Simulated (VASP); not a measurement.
Set up this calculation in VASP 6.6.1, as the native input.

| Quantity | Value |
| --- | --- |
| Task | single point |
| Functional | PBE |
| Potentials or basis | VASP PAW PBE potentials, release 64 (Ge_d) |
| Cutoff | 520 eV |
| k mesh | 8 × 8 × 10 |
| Occupations | fermi-dirac, width 0.08 eV |
| Spin | no spin polarisation |
| Dipole correction | no |
| Further INCAR settings | ALGO = Normal; EDIFF = 1e-07; NBANDS = 28 |

The structure of Ge lies in POSCAR:

```
Ge
1.0
    4.5211520943      0.0000000000      0.0000000000
   -2.2605760472      3.9154325681      0.0000000000
    0.0000000000      0.0000000000      2.5694897924
Ge
3
Direct
    0.0000000000      0.0000000000      0.0000000000
    0.3333333333      0.6666666667      0.5000000000
    0.6666666667      0.3333333333      0.5000000000
```

This cell differs from its parent crystal: volume scaled by 0.78.

The input as run:

INCAR

```
ALGO = Normal
EDIFF = 1E-7
ENCUT = 520
GGA = PE
ISIF = 2
ISMEAR = -1
LASPH = T
LCHARG = T
LELF = T
LREAL = F
LVHAR = T
LWAVE = F
NBANDS = 28
NELM = 80
PREC = Accurate
SIGMA = 0.08
```

KPOINTS

```
k-points
0
Gamma
  8 8 10
```

Potentials or basis: VASP PAW PBE potentials, release 64 (Ge_d).

Run with:

```bash
$ cat potpaw_PBE.64/Ge_d/POTCAR > POTCAR
$ mpirun -np 1 vasp_std > vasp.out
```

Results of the run:

- Pressure: 27.6 GPa
- Band gap on the k mesh: zero (band 21 reaches 11.41 eV, above the bottom of band 22 at 5.13 eV)

Run time: 28 s on 1 thread of Intel(R) Xeon(R) 6975P-C (Granite Rapids), with other jobs on the host, peak memory 0.19 GiB.
